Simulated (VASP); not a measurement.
# Cu (P6_3/mmc) in VASP: single point with r2SCAN

Aim: the single point of Cu with r2SCAN.

All numbers are computed with VASP 6.6.1; they aren't measurements. Logs are shortened: lines on timing, memory, paths and dates and some standing lists are left out, and cuts for length are marked.

## (1) The cell of the first run

Symmetry: P6_3/mmc, No. 194, hexagonal system. The conventional cell has a = 2.534 Å, b = 2.534 Å, c = 4.113 Å, α = 90.00°, β = 90.00°, γ = 120.00°. Within 3.3 Å of Cu (site symmetry -6m2) lie 12 Cu at 2.52 to 2.53 Å.

This isn't the form of Cu at room conditions, which is fcc.

## (2) Single point, r2SCAN

File POSCAR:

```
Cu
1.0
    2.5340966698      0.0000000000      0.0000000000
   -1.2670483349      2.1945920917      0.0000000000
    0.0000000000      0.0000000000      4.1125710000
Cu
2
Direct
    0.3333333333      0.6666666667      0.2500000000
    0.6666666667      0.3333333333      0.7500000000
```

File INCAR.step1:

```
PREC     = Accurate       # precision mode
ENCUT    = 520            # plane-wave cutoff, eV
ISMEAR   = 0              # smearing method
SIGMA    = 0.15           # smearing width, eV
LREAL    = False          # projectors in reciprocal space
LASPH    = True           # aspherical terms in the spheres
NELM     = 60             # most SCF steps
NBANDS   = 18             # bands
GGA      = PE             # functional
ALGO     = Normal         # electronic algorithm
EDIFF    = 1E-4           # SCF threshold, eV
LWAVE    = True           # write WAVECAR
LCHARG   = False          # write CHGCAR
```

File INCAR.step2:

```
PREC     = Accurate       # precision mode
ENCUT    = 520            # plane-wave cutoff, eV
EDIFF    = 1E-6           # SCF threshold, eV
ISMEAR   = 0              # smearing method
SIGMA    = 0.15           # smearing width, eV
LREAL    = False          # projectors in reciprocal space
LASPH    = True           # aspherical terms in the spheres
NELM     = 60             # most SCF steps
ALGO     = Normal         # electronic algorithm
ISIF     = 2              # what is computed and relaxed
LWAVE    = False          # write WAVECAR
LCHARG   = True           # write CHGCAR
METAGGA  = R2SCAN         # meta-GGA
LMIXTAU  = True         
LELF     = True           # ELF
LVHAR    = True         
NBANDS   = 18             # bands
ISTART   = 1
```

File KPOINTS:

```
regular mesh
0
Gamma
  24 24 12
```

Potentials or basis: VASP PAW PBE potentials, release 64 (Cu).

The run is started by

```sh
$ cat potpaw_PBE.64/Cu/POTCAR > POTCAR
$ cp INCAR.step1 INCAR
$ mpirun -np 1 vasp_std > vasp.out
$ cp INCAR.step2 INCAR
$ mpirun -np 1 vasp_std > vasp.out
```

OUTCAR:

```text
PREC = Accurate
   ENCUT = 520
   EDIFF = 1E-6
   ISMEAR = 0
   LREAL = False
   LASPH = True
   NELM = 60
   ISIF = 2
   METAGGA = R2SCAN
   ISTART = 1

 ion  position               nearest neighbor table
   1  0.333  0.667  0.250-   2 2.52   2 2.52   2 2.52   2 2.52   2 2.52   2 2.52
   2  0.667  0.333  0.750-   1 2.52   1 2.52   1 2.52   1 2.52   1 2.52   1 2.52

  LATTYP: Found a hexagonal cell.
 ALAT       =     2.5340966698
 C/A-ratio  =     1.6228942838

  Lattice vectors:

 A1 = (   2.5340966698,   0.0000000000,   0.0000000000)
 A2 = (  -1.2670483349,   2.1945920917,   0.0000000000)
 A3 = (   0.0000000000,   0.0000000000,   4.1125710000)

Analysis of symmetry for initial positions (statically):
=====================================================================
 Subroutine PRICEL returns:
 Original cell was already a primitive cell.

 Routine SETGRP: Setting up the symmetry group for a
 hexagonal supercell.

 Subroutine GETGRP returns: Found 24 space group operations
 (whereof 12 operations were pure point group operations)
 out of a pool of 24 trial point group operations.

The static configuration has the point symmetry D_3d.
 The point group associated with its full space group is D_6h.

Analysis of symmetry for dynamics (positions and initial velocities):
=====================================================================
 Subroutine PRICEL returns:
 Original cell was already a primitive cell.

 Routine SETGRP: Setting up the symmetry group for a
 hexagonal supercell.

 Subroutine GETGRP returns: Found 24 space group operations
 (whereof 12 operations were pure point group operations)
 out of a pool of 24 trial point group operations.

The dynamic configuration has the point symmetry D_3d.
 The point group associated with its full space group is D_6h.

 Subroutine INISYM returns: Found 24 space group operations
 (whereof 12 operations are pure point group operations),
 and found     1 'primitive' translations

----------------------------------------------------------------------------------------

                                     Primitive cell

  volume of cell :      22.8713

  direct lattice vectors                    reciprocal lattice vectors
     2.534096670  0.000000000  0.000000000     0.394617937  0.227832772  0.000000000
    -1.267048335  2.194592092  0.000000000     0.000000000  0.455665544  0.000000000
     0.000000000  0.000000000  4.112571000     0.000000000  0.000000000  0.243156896

  length of vectors
     2.534096670  2.534096670  4.112571000     0.455665544  0.455665544  0.243156896

  position of ions in fractional coordinates (direct lattice)
     0.333333333  0.666666667  0.250000000
     0.666666667  0.333333333  0.750000000

  ion indices of the primitive-cell ions
   primitive index   ion index
                 1           1
                 2           2

----------------------------------------------------------------------------------------

 KPOINTS: regular mesh

Automatic generation of k-mesh.
 Grid dimensions read from file:
 generate k-points for:   24   24   12

 Generating k-lattice:

  Cartesian coordinates                     Fractional coordinates (reciprocal lattice)
     0.016442414  0.009493032  0.000000000     0.041666667 -0.000000000  0.000000000
     0.000000000  0.018986064  0.000000000     0.000000000  0.041666667  0.000000000
     0.000000000  0.000000000  0.020263075     0.000000000  0.000000000  0.083333333

  Length of vectors
     0.018986064  0.018986064  0.020263075

  Shift w.r.t. Gamma in fractional coordinates (k-lattice)
     0.000000000  0.000000000  0.000000000

 Subroutine IBZKPT returns following result:
 ===========================================

 Found    427 irreducible k-points:

 Following reciprocal coordinates:
            Coordinates               Weight
  0.000000  0.000000  0.000000      1.000000
  0.041667 -0.000000  0.000000      6.000000
  0.083333 -0.000000  0.000000      6.000000
  0.125000  0.000000  0.000000      6.000000
  0.166667 -0.000000  0.000000      6.000000
  0.208333  0.000000  0.000000      6.000000
[... 16 lines left out ...]
  0.416667  0.041667  0.000000     12.000000
  0.458333  0.041667  0.000000     12.000000
 [... further k-points ...]
   k-points           NKPTS =    427   k-points in BZ     NKDIM =    427   number of bands    NBANDS=     18
   number of dos      NEDOS =    301   number of ions     NIONS =      2
   total plane-waves  NPLWV =  12800
   dimension x,y,z NGX =    20 NGY =   20 NGZ =   32
   dimension x,y,z NGXF=    40 NGYF=   40 NGZF=   64
   ions per type =               2
   NGX,Y,Z   is equivalent  to a cutoff of  13.12, 13.12, 12.94 a.u.
   NGXF,Y,Z  is equivalent  to a cutoff of  26.24, 26.24, 25.87 a.u.
 SYSTEM =  unknown system
   PREC   = accura    normal or accurate (medium, high low for compatibility)
   ISTART =      1    job   : 0-new  1-cont  2-samecut
   ICHARG =      0    charge: 1-file 2-atom 10-const
   ISPIN  =      1    spin polarized calculation?
   LNONCOLLINEAR =      F non collinear calculations
   LSORBIT =      F    spin-orbit coupling
   LASPH  =      T    aspherical Exc in radial PAW
   ENCUT  =  520.0 eV  38.22 Ry    6.18 a.u.   4.71  4.71  7.65*2*pi/ulx,y,z
   NELM   =     60;   NELMIN=  2; NELMDL=  0     # of ELM steps
   EDIFF  = 0.1E-05   stopping-criterion for ELM
   LREAL  =      F    real-space projection
   EDIFFG = 0.1E-04   stopping-criterion for IOM
   NSW    =      0    number of steps for IOM
   IBRION =     -1    ionic relax: 0-MD 1-quasi-New 2-CG
   NFREE  =      0    steps in history (QN), initial steepest desc. (CG)
   ISIF   =      2    stress and relaxation
   ISYM   =      2    0-nonsym 1-usesym 2-fastsym
   POTIM  = 0.5000    time-step for ionic-motion
   TEBEG  =    0.0;   TEEND  =   0.0 temperature during run
   PSTRESS=    0.0 pullay stress
   NELECT =      22.0000    total number of electrons
   NUPDOWN=      -1.0000    fix difference up-down
   EMIN   =  10.00;   EMAX   =-10.00  energy-range for DOS
   EFERMI =   0.00;   METHOD = LEGACY
   ISMEAR =     0;   SIGMA  =   0.15  broadening in eV -4-tet -1-fermi 0-gaus
   EFERMI_NEDOS =   21; number of points for ismear=-14 and -15
   IALGO  =     38    algorithm
   IMIX   =      4    mixing-type and parameters
     AMIX     =   0.40;   BMIX     =  1.00
     AMIX_MAG =   1.60;   BMIX_MAG =  1.00
  volume/ion in A,a.u.               =      11.44        77.17
  Fermi-wavevector in a.u.,A,eV,Ry     =   1.616041  3.053874 35.532800  2.611587
  Thomas-Fermi vector in A             =   2.710691
   LORBIT       =      0    0 simple, 1 ext, 2 COOP (PROOUT), +10 PAW based schemes
   METAGGA = R2SCAN    functional components
   LHFCALC =     F    Hartree Fock is set to
   AEXX    =    0.0000 exact exchange contribution
   IVDW    =     0    specifies the selected vdW correction
   LEPSILON=     F    determine dielectric tensor
   LRPA    =     F    only Hartree local field effects (RPA)
 non-spin polarized calculation
 Gauss-broadening in eV      SIGMA  =   0.15
  energy-cutoff  :      520.00
  volume of cell :       22.87
 maximum number of plane-waves:       640
 NGX is ok and might be reduce to    20
   NGX =  9   NGY =  9   NGZ = 15

 number of electron      21.9999979 magnetization

 Free energy of the ion-electron system (eV)
  ---------------------------------------------------
  ext. energy  EPLUGINS =         0.00000000
  ---------------------------------------------------
  free energy    TOTEN  =       -21.63777921 eV

  energy without entropy =      -21.63202196  energy(sigma->0) =      -21.63490059

 E-fermi :   7.7834     XC(G=0): -13.9619

 val. band max:        7.7774647697   @ k =   0.2500   0.0833   0.3333
 cond. band min:       7.7875744256   @ k =   0.3750   0.1250   0.3333
 fundamental gap:      0.0101096558
 Fermi energy:         7.7834435137

 k-point     1 :       0.0000    0.0000    0.0000
  band No.  band energies     occupation
      1      -2.1250      2.00000
      2       2.3870      2.00000
      3       4.5818      2.00000
      4       4.6146      2.00000
      5       4.6148      2.00000
      6       4.8421      2.00000
[... 10 lines left out ...]
     17      32.5732      0.00000
     18      32.5733      0.00000

 k-point     2 :       0.0417   -0.0000    0.0000
  band No.  band energies     occupation
      1      -2.0654      2.00000
      2       2.4210      2.00000
      3       4.5200      2.00000
      4       4.6364      2.00000
      5       4.6705      2.00000
      6       4.8312      2.00000
[... 10 lines left out ...]
     17      33.0903      0.00000
     18      33.4421      0.00000

 k-point     3 :       0.0833   -0.0000    0.0000
  band No.  band energies     occupation
      1      -1.8875      2.00000
      2       2.5192      2.00000
      3       4.4320      2.00000
      4       4.7007      2.00000
      5       4.7362      2.00000
      6       4.8067      2.00000
[... 10 lines left out ...]
     17      33.4860      0.00000
     18      33.6645      0.00000

 k-point     4 :       0.1250    0.0000    0.0000
  band No.  band energies     occupation
      1      -1.5943      2.00000
      2       2.6701      2.00000
      3       4.3305      2.00000
      4       4.7281      2.00000
      5       4.7282      2.00000
      6       4.8045      2.00000
[... 10 lines left out ...]
     17      32.5765      0.00000
     18      33.9539      0.00000

 k-point     5 :       0.1667   -0.0000    0.0000
  band No.  band energies     occupation
      1      -1.1915      2.00000
      2       2.8518      2.00000
      3       4.2242      2.00000
      4       4.3979      2.00000
      5       4.6710      2.00000
      6       4.9367      2.00000
[... 10 lines left out ...]
     17      30.6952      0.00000
     18      32.7798      0.00000

 k-point     6 :       0.2083    0.0000    0.0000
  band No.  band energies     occupation
      1      -0.6886      2.00000
      2       3.0286      2.00000
      3       4.0938      2.00000
      4       4.1313      2.00000
      5       4.6171      2.00000
      6       4.8590      2.00000
[... 307 lines left out ...]
 k-point    21 :       0.3333    0.0417    0.0000
  band No.  band energies     occupation
      1       1.5531      2.00000
      2       3.1350      2.00000
      3       3.3663      2.00000
      4       4.1145      2.00000
      5       4.5829      2.00000
      6       4.7250      2.00000
[... 10 lines left out ...]
     17      23.6826      0.00000
     18      28.9142      0.00000

 k-point    22 :       0.3750    0.0417    0.0000
  band No.  band energies     occupation
      1       2.0913      2.00000
      2       3.0582      2.00000
      3       3.2546      2.00000
      4       4.2230      2.00000
      5       4.5410      2.00000
      6       4.7012      2.00000
[... 10 lines left out ...]
     17      22.2559      0.00000
     18      28.6855      0.00000

 k-point    23 :       0.4167    0.0417    0.0000
  band No.  band energies     occupation
      1       2.4593      2.00000
      2       2.9835      2.00000
      3       3.1812      2.00000
      4       4.3655      2.00000
      5       4.5134      2.00000
      6       4.6592      2.00000
[... 10 lines left out ...]
     17      21.4890      0.00000
     18      28.5447      0.00000

 k-point    24 :       0.4583    0.0417    0.0000
  band No.  band energies     occupation
      1       2.6481      2.00000
      2       2.9243      2.00000
      3       3.1448      2.00000
      4       4.4705      2.00000
      5       4.4999      2.00000
      6       4.6369      2.00000
[... 10 lines left out ...]
     17      21.2702      0.00000
     18      28.4772      0.00000

 [... further k-points ...]

------------------------ aborting loop because EDIFF is reached ----------------------------------------

  FORCE on cell =-STRESS in cart. coord.  units (eV):
  Direction    XX          YY          ZZ          XY          YZ          ZX
  --------------------------------------------------------------------------------------
  -------------------------------------------------------------------------------------
  Total        0.0504990      0.0504990      0.3260004      0.0000000      0.0000000      0.0000000
  in kB        3.5375557      3.5375557     22.8369621      0.0000000      0.0000000      0.0000000
  external PRESSURE =       9.9706912 kB  Pullay stress =       0.0000000 kB

 VOLUME and BASIS-vectors are now :
 -----------------------------------------------------------------------------
  energy-cutoff  :      520.00
  volume of cell :       22.87
      direct lattice vectors                 reciprocal lattice vectors
     2.534096670  0.000000000  0.000000000     0.394617937  0.227832772  0.000000000
    -1.267048335  2.194592092  0.000000000     0.000000000  0.455665544  0.000000000
     0.000000000  0.000000000  4.112571000     0.000000000  0.000000000  0.243156896

 POSITION                                       TOTAL-FORCE (eV/Angst)
 -----------------------------------------------------------------------------------
     -0.00000      1.46306      1.02814         0.000000      0.000000      0.000000
      1.26705      0.73153      3.08443        -0.000000      0.000000      0.000000
 -----------------------------------------------------------------------------------
    total drift:                               -0.000000      0.000000     -0.000000

  FREE ENERGIE OF THE ION-ELECTRON SYSTEM (eV)
  ---------------------------------------------------
  free  energy   TOTEN  =       -21.6377792142 eV

  energy  without entropy=      -21.6320219591  energy(sigma->0) =      -21.63490059
```

Wall time 12 min (1 thread of Intel Xeon 8259CL, shared host); peak memory 0.26 GiB.

What came out:

| Property | Result |
| --- | --- |
| Free energy | -21.6378 eV |
| Pressure | 1.0 GPa |
| Band gap on the k mesh | zero (bands 11 and 12 overlap by 6.36 eV) |

Stress tensor (GPa, compression positive):
```
0.35 0.00 0.00
0.00 0.35 0.00
0.00 0.00 2.28
```

Caveat: the PAW data sets were made with another functional, which shifts forces and pressure a little.
